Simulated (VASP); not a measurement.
In4Ru:

```
In Ru
1.0
    -3.07537    3.07537    3.07537
     3.07537   -3.07537    3.07537
     3.07537    3.07537   -3.07537
In Ru
4 1
Direct
  0.00000 0.00000 0.50000
  0.50000 0.00000 0.00000
  0.00000 0.50000 0.00000
  0.50000 0.50000 0.50000
  0.00000 0.00000 0.00000
```

The cell was built from a structure type or drawn by symmetry, and may not be a known phase.

| Item | Value |
| --- | --- |
| Program | VASP 6.6.1 |
| Task | relaxation of cell and atoms |
| Functional | PBE |
| Potentials or basis | VASP PAW PBE potentials, release 64 (In_d, Ru_pv) |
| Cutoff | 600 eV |
| k mesh | 4 × 4 × 4 |
| Occupations | gaussian, width 0.1 eV |
| Spin | no spin polarisation |

At the start: pressure 5.3 GPa; volume 23.27 Å³/atom.

Q: How do energy, volume and symmetry change on relaxing?

A: Over 3 steps the energy falls by 23.2 meV/atom and the volume is 24.76 Å³/atom (+6.4 %); space group Im-3m (No. 229, to 0.1 Å) before and after.

Step by step:
```tsv
step	energy change (eV)	largest force (eV/Å)	pressure (GPa)	volume (Å³)
1	0.0000	0.0000	5.27	116.35
2	-0.0549	0.0000	-3.12	129.72
3	-0.1160	0.0000	-0.05	123.80
```

Final structure:
```
In Ru
1.0
    -3.13971    3.13971    3.13971
     3.13971   -3.13971    3.13971
     3.13971    3.13971   -3.13971
In Ru
4 1
Direct
  0.00000 0.00000 0.50000
  0.50000 0.00000 0.00000
  0.00000 0.50000 0.00000
  0.50000 0.50000 0.50000
  0.00000 0.00000 0.00000
```

Caveat: the k points lie up to 0.35 Å⁻¹ apart in the final cell, too coarse for converged energies and pressures of a metal.
